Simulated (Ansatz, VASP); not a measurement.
**One calculation of Cd, two programs**

```
CELL_PARAMETERS angstrom
2.97887 0.00000 0.00000
-1.48944 2.57978 0.00000
0.00000 0.00000 5.61765
ATOMIC_POSITIONS crystal
Cd 0.66667 0.33333 0.75000
Cd 0.33333 0.66667 0.25000
```

Alike in both runs: functional PBEsol; k mesh 10 × 10 × 5; occupations fermi-dirac, width 0.05 eV; non-collinear spin, spin-orbit coupling.

```csv
,VASP,Ansatz
version,VASP 6.6.1,Ansatz 0.2.0
potentials or method,"VASP PAW PBE potentials, release 64 (Cd)",Ansatz PAW
plane-wave cutoff (eV),520,420
valence electrons in the cell,24,40
task,single point,band structure
```

Ansatz gave:

| Property | Result |
| --- | --- |
| pressure (GPa) | -1.7 |
| traceless stress, the component that is largest in VASP (GPa) | -0.34 |

Task: Estimate VASP's values.

Result: Pressure (GPa): -1.3; traceless stress, the component that is largest in VASP (GPa): -0.50.

VASP's potentials were made for PBE, not for PBEsol. The functional is the same, so the differences come from potentials, cutoffs and numerics. VASP's potentials hold 24 valence electrons a cell and Ansatz's 40, so a difference there can come from the potentials and not from the codes.
